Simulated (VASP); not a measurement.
# NaCl (R-3m) in VASP: single point with PBEsol

Aim: the single point of NaCl with PBEsol.

All numbers are computed with VASP 6.6.1; they aren't measurements. Logs are shortened: lines on timing, memory, paths and dates and some standing lists are left out, and cuts for length are marked.

### 1 The cell of the first run

Symmetry: R-3m, No. 166, trigonal system. The conventional cell has a = 4.024 Å, b = 4.024 Å, c = 5.003 Å, α = 90.00°, β = 90.00°, γ = 120.00°. Na (site symmetry -3m) has 8 Cl at 2.47 to 2.50 Å and 6 Na at 2.86 Å within 3.3 Å. Cl (site symmetry -3m) has 8 Na at 2.47 to 2.50 Å and 6 Cl at 2.86 Å within 3.3 Å.

### 2 Single point, PBEsol (equal xy, yz and zx shear strains of +1 %)

INCAR

```
SYSTEM = NaCl
PREC = Accurate
ENCUT = 520
EDIFF = 1E-7
ISMEAR = -1
SIGMA = 0.02
LREAL = .FALSE.
LASPH = .TRUE.
NELM = 100
ALGO = Normal
ISIF = 2
LWAVE = .FALSE.
LCHARG = .TRUE.
GGA = PS
LELF = .TRUE.
LVHAR = .TRUE.
NBANDS = 14
```

KPOINTS

```
Automatic mesh
0
G
  8 8 8
  0 0 0
```

POSCAR

```
NaCl
1.0
    2.8600000000      0.0143000000      0.0143000000
    0.0143000000      2.8600000000      0.0143000000
    0.0143000000      0.0143000000      2.8600000000
Na Cl
1 1
Direct
    0.0000000000      0.0000000000      0.0000000000
    0.5000000000      0.5000000000      0.5000000000
```

Potentials or basis: VASP PAW PBE potentials, release 64 (Na_pv, Cl).

Run with:

```sh
$ cat potpaw_PBE.64/Na_pv/POTCAR potpaw_PBE.64/Cl/POTCAR > POTCAR
$ mpirun -np 1 vasp_std > vasp.out
```

OUTCAR:

```text
SYSTEM = NaCl
   PREC = Accurate
   ENCUT = 520
   EDIFF = 1E-7
   ISMEAR = -1
   LREAL = .FALSE.
   LASPH = .TRUE.
   NELM = 100
   ISIF = 2
   GGA = PS

 ion  position               nearest neighbor table
   1  0.000  0.000  0.000-   2 2.47   2 2.47   2 2.47   2 2.47   2 2.47   2 2.47   2 2.50   2 2.50

   2  0.500  0.500  0.500-   1 2.47   1 2.47   1 2.47   1 2.47   1 2.47   1 2.47   1 2.50   1 2.50

  LATTYP: Found a trigonal (rhomboedric) cell.
 ALAT       =     2.8600714991
 COS(alpha) =     0.0100244988

  Lattice vectors:

 A1 = (   2.8600000000,   0.0143000000,   0.0143000000)
 A2 = (   0.0143000000,   2.8600000000,   0.0143000000)
 A3 = (   0.0143000000,   0.0143000000,   2.8600000000)

Analysis of symmetry for initial positions (statically):
=====================================================================
 Subroutine PRICEL returns:
 Original cell was already a primitive cell.

 Routine SETGRP: Setting up the symmetry group for a
 trigonal (rhombohedral) supercell.

 Subroutine GETGRP returns: Found 12 space group operations
 (whereof 12 operations were pure point group operations)
 out of a pool of 12 trial point group operations.

The static configuration has the point symmetry D_3d.

Analysis of symmetry for dynamics (positions and initial velocities):
=====================================================================
 Subroutine PRICEL returns:
 Original cell was already a primitive cell.

 Routine SETGRP: Setting up the symmetry group for a
 trigonal (rhombohedral) supercell.

 Subroutine GETGRP returns: Found 12 space group operations
 (whereof 12 operations were pure point group operations)
 out of a pool of 12 trial point group operations.

The dynamic configuration has the point symmetry D_3d.

 Subroutine INISYM returns: Found 12 space group operations
 (whereof 12 operations are pure point group operations),
 and found     1 'primitive' translations

----------------------------------------------------------------------------------------

                                     Primitive cell

  volume of cell :      23.3919

  direct lattice vectors                    reciprocal lattice vectors
     2.860000000  0.014300000  0.014300000     0.349667746 -0.001739641 -0.001739641
     0.014300000  2.860000000  0.014300000    -0.001739641  0.349667746 -0.001739641
     0.014300000  0.014300000  2.860000000    -0.001739641 -0.001739641  0.349667746

  length of vectors
     2.860071499  2.860071499  2.860071499     0.349676401  0.349676401  0.349676401

  position of ions in fractional coordinates (direct lattice)
     0.000000000  0.000000000  0.000000000
     0.500000000  0.500000000  0.500000000

  ion indices of the primitive-cell ions
   primitive index   ion index
                 1           1
                 2           2

----------------------------------------------------------------------------------------

 KPOINTS: Automatic mesh

Automatic generation of k-mesh.
 Grid dimensions read from file:
 generate k-points for:    8    8    8

 Generating k-lattice:

  Cartesian coordinates                     Fractional coordinates (reciprocal lattice)
     0.043708468 -0.000217455 -0.000217455     0.125000000  0.000000000  0.000000000
    -0.000217455  0.043708468 -0.000217455     0.000000000  0.125000000  0.000000000
    -0.000217455 -0.000217455  0.043708468     0.000000000  0.000000000  0.125000000

  Length of vectors
     0.043709550  0.043709550  0.043709550

  Shift w.r.t. Gamma in fractional coordinates (k-lattice)
     0.000000000  0.000000000  0.000000000

 Subroutine IBZKPT returns following result:
 ===========================================

 Found     65 irreducible k-points:

 Following reciprocal coordinates:
            Coordinates               Weight
  0.000000  0.000000  0.000000      1.000000
  0.125000  0.000000  0.000000      6.000000
  0.250000  0.000000  0.000000      6.000000
  0.375000  0.000000  0.000000      6.000000
  0.500000  0.000000  0.000000      3.000000
  0.125000  0.125000  0.000000      6.000000
[... 16 lines left out ...]
  0.250000  0.125000  0.125000      6.000000
  0.375000  0.125000  0.125000      6.000000
 [... further k-points ...]
   k-points           NKPTS =     65   k-points in BZ     NKDIM =     65   number of bands    NBANDS=     14
   number of dos      NEDOS =    301   number of ions     NIONS =      2
   total plane-waves  NPLWV =  13824
   dimension x,y,z NGX =    24 NGY =   24 NGZ =   24
   dimension x,y,z NGXF=    48 NGYF=   48 NGZF=   48
   ions per type =               1   1
   NGX,Y,Z   is equivalent  to a cutoff of  13.95, 13.95, 13.95 a.u.
   NGXF,Y,Z  is equivalent  to a cutoff of  27.90, 27.90, 27.90 a.u.
 SYSTEM =  NaCl
   PREC   = accura    normal or accurate (medium, high low for compatibility)
   ISTART =      0    job   : 0-new  1-cont  2-samecut
   ICHARG =      2    charge: 1-file 2-atom 10-const
   ISPIN  =      1    spin polarized calculation?
   LNONCOLLINEAR =      F non collinear calculations
   LSORBIT =      F    spin-orbit coupling
   LASPH  =      T    aspherical Exc in radial PAW
   ENCUT  =  520.0 eV  38.22 Ry    6.18 a.u.   5.32  5.32  5.32*2*pi/ulx,y,z
   NELM   =    100;   NELMIN=  2; NELMDL= -5     # of ELM steps
   EDIFF  = 0.1E-06   stopping-criterion for ELM
   LREAL  =      F    real-space projection
   EDIFFG = 0.1E-05   stopping-criterion for IOM
   NSW    =      0    number of steps for IOM
   IBRION =     -1    ionic relax: 0-MD 1-quasi-New 2-CG
   NFREE  =      0    steps in history (QN), initial steepest desc. (CG)
   ISIF   =      2    stress and relaxation
   ISYM   =      2    0-nonsym 1-usesym 2-fastsym
   POTIM  = 0.5000    time-step for ionic-motion
   TEBEG  =    0.0;   TEEND  =   0.0 temperature during run
   PSTRESS=    0.0 pullay stress
   NELECT =      14.0000    total number of electrons
   NUPDOWN=      -1.0000    fix difference up-down
   EMIN   =  10.00;   EMAX   =-10.00  energy-range for DOS
   EFERMI =   0.00;   METHOD = LEGACY
   ISMEAR =    -1;   SIGMA  =   0.02  broadening in eV -4-tet -1-fermi 0-gaus
   EFERMI_NEDOS =   21; number of points for ismear=-14 and -15
   IALGO  =     38    algorithm
   IMIX   =      4    mixing-type and parameters
     AMIX     =   0.40;   BMIX     =  1.00
     AMIX_MAG =   1.60;   BMIX_MAG =  1.00
  volume/ion in A,a.u.               =      11.70        78.93
  Fermi-wavevector in a.u.,A,eV,Ry     =   1.379629  2.607121 25.897003  1.903376
  Thomas-Fermi vector in A             =   2.504581
   LORBIT       =      0    0 simple, 1 ext, 2 COOP (PROOUT), +10 PAW based schemes
   GGA     = PS    functional components
   LHFCALC =     F    Hartree Fock is set to
   AEXX    =    0.0000 exact exchange contribution
   IVDW    =     0    specifies the selected vdW correction
   LEPSILON=     F    determine dielectric tensor
   LRPA    =     F    only Hartree local field effects (RPA)
 non-spin polarized calculation
  energy-cutoff  :      520.00
  volume of cell :       23.39
 maximum number of plane-waves:       642
 NGX is ok and might be reduce to    24
   NGX = 11   NGY = 11   NGZ = 11

 number of electron      13.9999998 magnetization

 Free energy of the ion-electron system (eV)
  ---------------------------------------------------
  ext. energy  EPLUGINS =         0.00000000
  ---------------------------------------------------
  free energy    TOTEN  =        -4.77780993 eV

  energy without entropy =       -4.77780993  energy(sigma->0) =       -4.77780993

 E-fermi :   7.2301     XC(G=0): -11.5616

 val. band max:        6.7626904744   @ k =   0.5000   0.5000   0.0000
 cond. band min:      10.9671634112   @ k =   0.5000   0.5000   0.0000
 fundamental gap:      4.2044729368
 Fermi energy:         7.2300527996

 k-point     1 :       0.0000    0.0000    0.0000
  band No.  band energies     occupation
      1     -15.8207      2.00000
      2     -15.8207      2.00000
      3     -15.8131      2.00000
      4     -10.2445      2.00000
      5       5.4660      2.00000
      6       5.4660      2.00000
      7       5.5237      2.00000
      8      13.2601      0.00000
      9      13.2601      0.00000
     10      13.9595      0.00000
     11      24.5340      0.00000
     12      24.5340      0.00000
     13      24.7115      0.00000
     14      28.7590      0.00000

 k-point     2 :       0.1250    0.0000    0.0000
  band No.  band energies     occupation
      1     -15.8909      2.00000
      2     -15.8151      2.00000
      3     -15.8101      2.00000
      4     -10.0334      2.00000
      5       4.2927      2.00000
      6       5.5288      2.00000
      7       5.5712      2.00000
      8      13.5086      0.00000
      9      13.8765      0.00000
     10      15.1623      0.00000
     11      23.2655      0.00000
     12      23.3368      0.00000
     13      24.7737      0.00000
     14      27.6625      0.00000

 k-point     3 :       0.2500    0.0000    0.0000
  band No.  band energies     occupation
      1     -16.0559      2.00000
      2     -15.8016      2.00000
      3     -15.7972      2.00000
      4      -9.4855      2.00000
      5       2.1747      2.00000
      6       5.6876      2.00000
      7       5.7390      2.00000
      8      14.2259      0.00000
      9      14.5893      0.00000
     10      18.1419      0.00000
     11      21.3173      0.00000
     12      21.3559      0.00000
     13      24.3034      0.00000
     14      25.2520      0.00000
[... 324 lines left out ...]
 k-point    23 :       0.2500    0.1250    0.1250
  band No.  band energies     occupation
      1     -16.0273      2.00000
      2     -15.8534      2.00000
      3     -15.8366      2.00000
      4      -9.1929      2.00000
      5       2.4716      2.00000
      6       4.7535      2.00000
      7       4.7906      2.00000
      8      15.7336      0.00000
      9      16.0762      0.00000
     10      17.5813      0.00000
     11      19.4505      0.00000
     12      20.9164      0.00000
     13      22.1126      0.00000
     14      27.2962      0.00000

 k-point    24 :       0.3750    0.1250    0.1250
  band No.  band energies     occupation
      1     -16.1629      2.00000
      2     -15.8340      2.00000
      3     -15.8212      2.00000
      4      -8.6352      2.00000
      5       0.8001      2.00000
      6       4.9675      2.00000
      7       5.1194      2.00000
      8      16.3959      0.00000
      9      16.5747      0.00000
     10      17.2985      0.00000
     11      17.9756      0.00000
     12      22.3401      0.00000
     13      22.8211      0.00000
     14      25.1464      0.00000

 [... further k-points ...]

------------------------ aborting loop because EDIFF is reached ----------------------------------------

  FORCE on cell =-STRESS in cart. coord.  units (eV):
  Direction    XX          YY          ZZ          XY          YZ          ZX
  --------------------------------------------------------------------------------------
  -------------------------------------------------------------------------------------
  Total        8.7764039      8.7764039      8.7764039     -0.0988211     -0.0988211     -0.0988211
  in kB      601.1205153    601.1205153    601.1205153     -6.7685375     -6.7685375     -6.7685375
  external PRESSURE =     601.1205153 kB  Pullay stress =       0.0000000 kB

 VOLUME and BASIS-vectors are now :
 -----------------------------------------------------------------------------
  energy-cutoff  :      520.00
  volume of cell :       23.39
      direct lattice vectors                 reciprocal lattice vectors
     2.860000000  0.014300000  0.014300000     0.349667746 -0.001739641 -0.001739641
     0.014300000  2.860000000  0.014300000    -0.001739641  0.349667746 -0.001739641
     0.014300000  0.014300000  2.860000000    -0.001739641 -0.001739641  0.349667746

 POSITION                                       TOTAL-FORCE (eV/Angst)
 -----------------------------------------------------------------------------------
      0.00000      0.00000      0.00000        -0.000000     -0.000000     -0.000000
      1.44430      1.44430      1.44430         0.000000      0.000000      0.000000
 -----------------------------------------------------------------------------------
    total drift:                               -0.000000     -0.000000     -0.000000

  FREE ENERGIE OF THE ION-ELECTRON SYSTEM (eV)
  ---------------------------------------------------
  free  energy   TOTEN  =        -4.7778099268 eV

  energy  without entropy=       -4.7778099268  energy(sigma->0) =       -4.77780993
```

Run time: 21 s. Hardware: 1 thread of Intel Xeon 8259CL, shared host; peak memory 0.15 GiB.

Results:

```yaml
Free_energy: -4.7778 eV
Pressure: 60.1 GPa
Band_gap_on_the_k_mesh: 4.20 eV
```

Stress tensor (GPa, compression positive):
```
60.11 -0.68 -0.68
-0.68 60.11 -0.68
-0.68 -0.68 60.11
```

Levels at points of the mesh, in eV from the valence-band top:
```tsv
k point	band 4	band 5	band 6	band 7	band 8	band 9	band 10	band 11
(0.00, 0.00, 0.00)	-17.01	-1.30	-1.30	-1.24	6.50	6.50	7.20	17.77
(0.50, 0.00, 0.00)	-15.31	-7.00	-0.83	-0.76	9.07	9.16	12.67	12.67
(0.50, 0.50, 0.00)	-14.57	-5.45	-5.37	0.00	4.20	10.59	12.70	12.75
(0.50, 0.50, 0.50)	-13.34	-4.89	-4.81	-4.81	5.99	6.21	6.21	16.92
```

Caveat: the cell differs from its parent crystal (equal xy, yz and zx shear strains of +1 %); the cell stands under pressure; the PAW data sets were made with another functional, which shifts forces and pressure a little. A k mesh can miss the band edges.
